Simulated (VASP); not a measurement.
# BiAu (rocksalt type) (Fm-3m) in VASP: a series of runs, part 3 of 3

VASP 6.6.1.

### Step 4. Electric field gradients, PBE

This run uses another cell than the first one, of 26.26 Å³/atom, 1.063 times its volume.

File INCAR:

```
ALGO     = Normal         # electronic algorithm
EDIFF    = 1E-8           # SCF threshold, eV
ENCUT    = 400            # plane-wave cutoff, eV
GGA      = PE             # functional
GGA_COMPAT= F            
ISIF     = 2              # what is computed and relaxed
ISMEAR   = -1             # smearing method
LASPH    = T              # aspherical terms in the spheres
LCHARG   = F              # write CHGCAR
LEFG     = T            
LREAL    = F              # projectors in reciprocal space
LWAVE    = F              # write WAVECAR
NBANDS   = 20             # bands
NELM     = 120            # most SCF steps
PREC     = Accurate       # precision mode
SIGMA    = 0.03           # smearing width, eV
```

File KPOINTS:

```
k-points
0
Gamma
  12 12 12
```

File POSCAR:

```
BiAu
1.0
    0.0000000000      2.9724527446      2.9724527446
    2.9724527446      0.0000000000      2.9724527446
    2.9724527446      2.9724527446      0.0000000000
Au Bi
1 1
Direct
    0.0000000000      0.0000000000      0.0000000000
    0.5000000000      0.5000000000      0.5000000000
```

Potentials or basis: VASP PAW PBE potentials, release 64 (Au, Bi_d).

Run with:

```sh
cat potpaw_PBE.64/Au/POTCAR potpaw_PBE.64/Bi_d/POTCAR > POTCAR
mpirun -np 1 vasp_std > vasp.out
```

OUTCAR:

```text
EDIFF = 1E-8
   ENCUT = 400
   GGA = PE
   ISIF = 2
   ISMEAR = -1
   LASPH = T
   LREAL = F
   NELM = 120
   PREC = Accurate

 ion  position               nearest neighbor table
   1  0.000  0.000  0.000-   2 2.97   2 2.97   2 2.97   2 2.97   2 2.97   2 2.97
   2  0.500  0.500  0.500-   1 2.97   1 2.97   1 2.97   1 2.97   1 2.97   1 2.97

  LATTYP: Found a face centered cubic cell.
 ALAT       =     5.9449054892

  Lattice vectors:

 A1 = (   0.0000000000,   2.9724527446,   2.9724527446)
 A2 = (   2.9724527446,   0.0000000000,   2.9724527446)
 A3 = (   2.9724527446,   2.9724527446,   0.0000000000)

Analysis of symmetry for initial positions (statically):
=====================================================================
 Subroutine PRICEL returns:
 Original cell was already a primitive cell.

 Routine SETGRP: Setting up the symmetry group for a
 face centered cubic supercell.

 Subroutine GETGRP returns: Found 48 space group operations
 (whereof 48 operations were pure point group operations)
 out of a pool of 48 trial point group operations.

The static configuration has the point symmetry O_h .

Analysis of symmetry for dynamics (positions and initial velocities):
=====================================================================
 Subroutine PRICEL returns:
 Original cell was already a primitive cell.

 Routine SETGRP: Setting up the symmetry group for a
 face centered cubic supercell.

 Subroutine GETGRP returns: Found 48 space group operations
 (whereof 48 operations were pure point group operations)
 out of a pool of 48 trial point group operations.

The dynamic configuration has the point symmetry O_h .

 Subroutine INISYM returns: Found 48 space group operations
 (whereof 48 operations are pure point group operations),
 and found     1 'primitive' translations

----------------------------------------------------------------------------------------

                                     Primitive cell

  volume of cell :      52.5261

  direct lattice vectors                    reciprocal lattice vectors
     0.000000000  2.972452745  2.972452745    -0.168211253  0.168211253  0.168211253
     2.972452745  0.000000000  2.972452745     0.168211253 -0.168211253  0.168211253
     2.972452745  2.972452745  0.000000000     0.168211253  0.168211253 -0.168211253

  length of vectors
     4.203682985  4.203682985  4.203682985     0.291350436  0.291350436  0.291350436

  position of ions in fractional coordinates (direct lattice)
     0.000000000  0.000000000  0.000000000
     0.500000000  0.500000000  0.500000000

  ion indices of the primitive-cell ions
   primitive index   ion index
                 1           1
                 2           2

----------------------------------------------------------------------------------------

 KPOINTS: k-points

Automatic generation of k-mesh.
 Grid dimensions read from file:
 generate k-points for:   12   12   12

 Generating k-lattice:

[... 66 lines left out ...]
   NFREE  =      0    steps in history (QN), initial steepest desc. (CG)
   ISIF   =      2    stress and relaxation
   ISYM   =      2    0-nonsym 1-usesym 2-fastsym
   POTIM  = 0.5000    time-step for ionic-motion
   TEBEG  =    0.0;   TEEND  =   0.0 temperature during run
   PSTRESS=    0.0 pullay stress
   NELECT =      26.0000    total number of electrons
   NUPDOWN=      -1.0000    fix difference up-down
   EMIN   =  10.00;   EMAX   =-10.00  energy-range for DOS
   EFERMI =   0.00;   METHOD = LEGACY
   ISMEAR =    -1;   SIGMA  =   0.03  broadening in eV -4-tet -1-fermi 0-gaus
   EFERMI_NEDOS =   21; number of points for ismear=-14 and -15
   IALGO  =     38    algorithm
   IMIX   =      4    mixing-type and parameters
     AMIX     =   0.40;   BMIX     =  1.00
     AMIX_MAG =   1.60;   BMIX_MAG =  1.00
  volume/ion in A,a.u.               =      26.26       177.23
  Fermi-wavevector in a.u.,A,eV,Ry     =   1.295014  2.447221 22.817789  1.677060
  Thomas-Fermi vector in A             =   2.426560
   LORBIT       =      0    0 simple, 1 ext, 2 COOP (PROOUT), +10 PAW based schemes
   GGA     = PE    functional components
   LHFCALC =     F    Hartree Fock is set to
   AEXX    =    0.0000 exact exchange contribution
   IVDW    =     0    specifies the selected vdW correction
   LEPSILON=     F    determine dielectric tensor
   LRPA    =     F    only Hartree local field effects (RPA)
 non-spin polarized calculation
  energy-cutoff  :      400.00
  volume of cell :       52.53
 maximum number of plane-waves:       964
   NGX = 13   NGY = 13   NGZ = 13

 number of electron      25.9999984 magnetization

 Free energy of the ion-electron system (eV)
  ---------------------------------------------------
  ext. energy  EPLUGINS =         0.00000000
  ---------------------------------------------------
  free energy    TOTEN  =        -7.15097490 eV

  energy without entropy =       -7.14803366  energy(sigma->0) =       -7.14950428

 E-fermi :   7.2960     XC(G=0): -10.6157

 val. band max:        7.2941745426   @ k =   0.3333   0.2500   0.0000
 cond. band min:       7.3315337636   @ k =  -0.3333   0.3333   0.0833
 fundamental gap:      0.0373592210
 Fermi energy:         7.2960035877

 k-point     1 :       0.0000    0.0000    0.0000
  band No.  band energies     occupation
      1     -15.6093      2.00000
      2     -15.6093      2.00000
      3     -15.5894      2.00000
      4     -15.5894      2.00000
      5     -15.5894      2.00000
      6      -5.0781      2.00000
[... 541 lines left out ...]
     19      17.7830      0.00000
     20      18.8774      0.00000

 [... further k-points ...]

------------------------ aborting loop because EDIFF is reached ----------------------------------------

  FORCE on cell =-STRESS in cart. coord.  units (eV):
  Direction    XX          YY          ZZ          XY          YZ          ZX
  --------------------------------------------------------------------------------------
  -------------------------------------------------------------------------------------
  Total       -0.0332065     -0.0332065     -0.0332065     -0.0000000     -0.0000000      0.0000000
  in kB       -1.0128814     -1.0128814     -1.0128814     -0.0000000     -0.0000000      0.0000000
  external PRESSURE =      -1.0128814 kB  Pullay stress =       0.0000000 kB

 VOLUME and BASIS-vectors are now :
 -----------------------------------------------------------------------------
  energy-cutoff  :      400.00
  volume of cell :       52.53
      direct lattice vectors                 reciprocal lattice vectors
     0.000000000  2.972452745  2.972452745    -0.168211253  0.168211253  0.168211253
     2.972452745  0.000000000  2.972452745     0.168211253 -0.168211253  0.168211253
     2.972452745  2.972452745  0.000000000     0.168211253  0.168211253 -0.168211253

 POSITION                                       TOTAL-FORCE (eV/Angst)
 -----------------------------------------------------------------------------------
      0.00000      0.00000      0.00000         0.000000     -0.000000     -0.000000
      2.97245      2.97245      2.97245         0.000000      0.000000      0.000000
 -----------------------------------------------------------------------------------
    total drift:                                0.000000      0.000000      0.000000

  FREE ENERGIE OF THE ION-ELECTRON SYSTEM (eV)
  ---------------------------------------------------
  free  energy   TOTEN  =        -7.1509749000 eV

  energy  without entropy=       -7.1480336606  energy(sigma->0) =       -7.14950428

 Electric field gradients (V/A^2)
---------------------------------------------------------------------
 ion       V_xx      V_yy      V_zz      V_xy      V_xz      V_yz
---------------------------------------------------------------------
   1      -0.000     0.000     0.000    -0.000    -0.000    -0.000
   2      -0.000     0.000    -0.000     0.002     0.002     0.002
---------------------------------------------------------------------

 Electric field gradients after diagonalization (V/A^2)
 (convention: |V_zz| > |V_xx| > |V_yy|)
----------------------------------------------------------------------
 ion       V_xx      V_yy      V_zz     asymmetry (V_yy - V_xx)/ V_zz
----------------------------------------------------------------------
   1       0.000     0.000    -0.000       0.000
   2      -0.002    -0.002     0.004       0.000
----------------------------------------------------------------------

           NMR quadrupolar parameters

 Cq : quadrupolar parameter    Cq=e*Q*V_zz/h
 eta: asymmetry parameters     (V_yy - V_xx)/ V_zz
 Q  : nuclear electric quadrupole moment in mb (millibarn)
----------------------------------------------------------------------
 ion       Cq(MHz)       eta       Q (mb)
----------------------------------------------------------------------
   1      -0.000       0.000       1.000
   2       0.000       0.000       1.000
----------------------------------------------------------------------
```

Wall time 44 s (1 thread of Intel Xeon Platinum 8488C (Sapphire Rapids), shared host); peak memory 0.18 GiB.

Results:

```yaml
Free_energy: -7.1510 eV
Pressure: -0.1 GPa
Band_gap_on_the_k_mesh: zero (band 13 reaches 10.16 eV, above the bottom of band 14 at 4.95 eV)
```

Levels at points of the mesh, in eV from the Fermi level:
```
           k point  band 9  band 10  band 11  band 12  band 13  band 14  band 15  band 16  band 17  band 18
(0.00, 0.00, 0.00)   -4.25    -4.23    -4.23     0.74     1.02     1.02     1.02     7.52     8.65     8.65
(0.50, 0.00, 0.00)   -5.05    -3.96    -3.96    -3.54     2.87     2.87     3.25     5.07     5.07     6.02
(0.50, 0.50, 0.00)   -3.98    -3.80    -3.80    -3.18    -1.32    -1.31    -1.31     5.97    11.16    11.16
```

Caveat: without QUAD_EFG the Cq values of the log hold for a quadrupole moment of 1 mb, not for the nuclei; spin-orbit coupling is left out, which moves the levels of the heavy elements.

### Step 5. Electric field gradients, PBE

This run uses another cell than the first one, of 26.26 Å³/atom, 1.063 times its volume.

File INCAR:

```
SYSTEM = BiAu
  PREC = Accurate
  ENCUT = 400
  EDIFF = 1E-8
  ISMEAR = -1
  SIGMA = 0.03
  LREAL = .False.
  LASPH = .True.
  NELM = 120
  ALGO = Normal
  ISIF = 2
  LWAVE = .False.
  LCHARG = .False.
  GGA = PE
  LEFG = .True.
  NBANDS = 20
  GGA_COMPAT = .False.
```

File KPOINTS:

```
Automatic mesh
0
Gamma
  12 12 12
  0 0 0
```

POSCAR is that of step 4.

Potentials or basis: VASP PAW PBE potentials, release 64 (Au, Bi_d).

Run with:

```sh
cat potpaw_PBE.64/Au/POTCAR potpaw_PBE.64/Bi_d/POTCAR > POTCAR
mpirun -np 1 vasp_std > vasp.out
```

OUTCAR:

```text
SYSTEM = BiAu
   PREC = Accurate
   ENCUT = 400
   EDIFF = 1E-8
   ISMEAR = -1
   LREAL = .False.
   LASPH = .True.
   NELM = 120
   ISIF = 2
   GGA = PE

 ion  position               nearest neighbor table
   1  0.000  0.000  0.000-   2 2.97   2 2.97   2 2.97   2 2.97   2 2.97   2 2.97
   2  0.500  0.500  0.500-   1 2.97   1 2.97   1 2.97   1 2.97   1 2.97   1 2.97

  LATTYP: Found a face centered cubic cell.
 ALAT       =     5.9449054892

  Lattice vectors:

 A1 = (   0.0000000000,   2.9724527446,   2.9724527446)
 A2 = (   2.9724527446,   0.0000000000,   2.9724527446)
 A3 = (   2.9724527446,   2.9724527446,   0.0000000000)

Analysis of symmetry for initial positions (statically):
=====================================================================
 Subroutine PRICEL returns:
 Original cell was already a primitive cell.

 Routine SETGRP: Setting up the symmetry group for a
 face centered cubic supercell.

[... 740 lines left out ...]
      direct lattice vectors                 reciprocal lattice vectors
     0.000000000  2.972452745  2.972452745    -0.168211253  0.168211253  0.168211253
     2.972452745  0.000000000  2.972452745     0.168211253 -0.168211253  0.168211253
     2.972452745  2.972452745  0.000000000     0.168211253  0.168211253 -0.168211253

 POSITION                                       TOTAL-FORCE (eV/Angst)
 -----------------------------------------------------------------------------------
      0.00000      0.00000      0.00000         0.000000     -0.000000     -0.000000
      2.97245      2.97245      2.97245         0.000000      0.000000      0.000000
 -----------------------------------------------------------------------------------
    total drift:                                0.000000      0.000000      0.000000

  FREE ENERGIE OF THE ION-ELECTRON SYSTEM (eV)
  ---------------------------------------------------
  free  energy   TOTEN  =        -7.1509749000 eV

  energy  without entropy=       -7.1480336606  energy(sigma->0) =       -7.14950428

 Electric field gradients (V/A^2)
---------------------------------------------------------------------
 ion       V_xx      V_yy      V_zz      V_xy      V_xz      V_yz
---------------------------------------------------------------------
   1      -0.000     0.000     0.000    -0.000    -0.000    -0.000
   2      -0.000     0.000    -0.000     0.002     0.002     0.002
---------------------------------------------------------------------

 Electric field gradients after diagonalization (V/A^2)
 (convention: |V_zz| > |V_xx| > |V_yy|)
----------------------------------------------------------------------
 ion       V_xx      V_yy      V_zz     asymmetry (V_yy - V_xx)/ V_zz
----------------------------------------------------------------------
   1       0.000     0.000    -0.000       0.000
   2      -0.002    -0.002     0.004       0.000
----------------------------------------------------------------------

           NMR quadrupolar parameters

 Cq : quadrupolar parameter    Cq=e*Q*V_zz/h
 eta: asymmetry parameters     (V_yy - V_xx)/ V_zz
 Q  : nuclear electric quadrupole moment in mb (millibarn)
----------------------------------------------------------------------
 ion       Cq(MHz)       eta       Q (mb)
----------------------------------------------------------------------
   1      -0.000       0.000       1.000
   2       0.000       0.000       1.000
----------------------------------------------------------------------
```

stdout:

```text
POSCAR found type information on POSCAR AuBi
 POSCAR found :  2 types and       2 ions
 scaLAPACK will be used
 LDA part: xc-table for (Slater+PW92), standard interpolation
 POSCAR, INCAR and KPOINTS ok, starting setup
 FFT: planning ... GRIDC
 FFT: planning ... GRID_SOFT
 FFT: planning ... GRID
 WAVECAR not read
 entering main loop
ion   1

ion   2
```

Run time: 32 s. Hardware: 1 thread of Intel Xeon Platinum 8488C (Sapphire Rapids), shared host; peak memory 0.19 GiB.

Results:

- Free energy: -7.1510 eV
- Pressure: -0.1 GPa
- Band gap on the k mesh: zero (band 13 reaches 10.16 eV, above the bottom of band 14 at 4.95 eV)

Caveat: without QUAD_EFG the Cq values of the log hold for a quadrupole moment of 1 mb, not for the nuclei; spin-orbit coupling is left out, which moves the levels of the heavy elements.

### Step 6. Overview

```tsv
cell	gap on the mesh (eV)	pressure (GPa)
a = 4.119 Å, angles 60.0°, 2 atoms	none	5.0
a = 4.175 Å, angles 60.0°, 2 atoms	none	1.4
a = 4.204 Å, angles 60.0°, 2 atoms	none	-0.1
```

Alike in all rows: task electric field gradients; level PBE; potentials or basis VASP PAW PBE potentials, release 64 (Au, Bi_d); no spin polarisation; k mesh 12 × 12 × 12; cutoff (eV) 400; smearing fermi-dirac 0.03 eV.

Caveats: spin-orbit coupling is left out, which moves the levels of the heavy elements.

Absolute energies hang on the potentials; compare differences alone.
